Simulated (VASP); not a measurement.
Write the native input for VASP 6.6.1 that does the following.

- Task: single point
- Functional: PBE
- Potentials or basis: VASP PAW PBE potentials, release 64 (Co, Si)
- Cutoff: 600 eV
- k mesh: 20 × 20 × 20
- Occupations: gaussian, width 0.1 eV
- Spin: collinear spin, ferromagnetic start
- Starting moments: [0.81, 0.0] μB
- Dipole correction: no
- Further INCAR settings: ALGO = Normal; EDIFF = 1e-06; NBANDS = 18

The structure of CoSi lies in POSCAR:

```
CoSi
1.0
    2.7854125091      0.0000000000      0.0000000000
    0.0000000000      2.7854125091      0.0000000000
    0.0000000000      0.0000000000      2.7854125091
Co Si
1 1
Direct
    0.0000000000      0.0000000000      0.0000000000
    0.5000000000      0.5000000000      0.5000000000
```

The input as run:

INCAR

```
SYSTEM = CoSi
PREC = Accurate
ENCUT = 600
EDIFF = 1E-6
ISMEAR = 0
SIGMA = 0.1
LREAL = .False.
LASPH = .True.
NELM = 200
ALGO = Normal
ISIF = 2
LWAVE = .False.
LCHARG = .False.
ISPIN = 2
MAGMOM = 0.81 0
LORBIT = 11
LMAXMIX = 4
GGA = PE
NBANDS = 18
GGA_COMPAT = .False.
```

KPOINTS

```
regular mesh
0
Gamma
  20 20 20
  0 0 0
```

Potentials or basis: VASP PAW PBE potentials, release 64 (Co, Si).

Command:

```sh
$ cat potpaw_PBE.64/Co/POTCAR potpaw_PBE.64/Si/POTCAR > POTCAR
$ mpirun -np 1 vasp_std > vasp.out
```

Results of the run:

```yaml
Pressure: -0.3 GPa
Net_moment: 0.60 μB per cell
Site_moments: Co +0.60; Si +0.02 μB
Valence_electrons_inside_the_program's_atomic_spheres: Co 8.59; Si 1.57
```

It took 3.7 min on 1 thread of Oxide Virtual Turin-like Processor, on a shared host, peak memory 0.28 GiB.
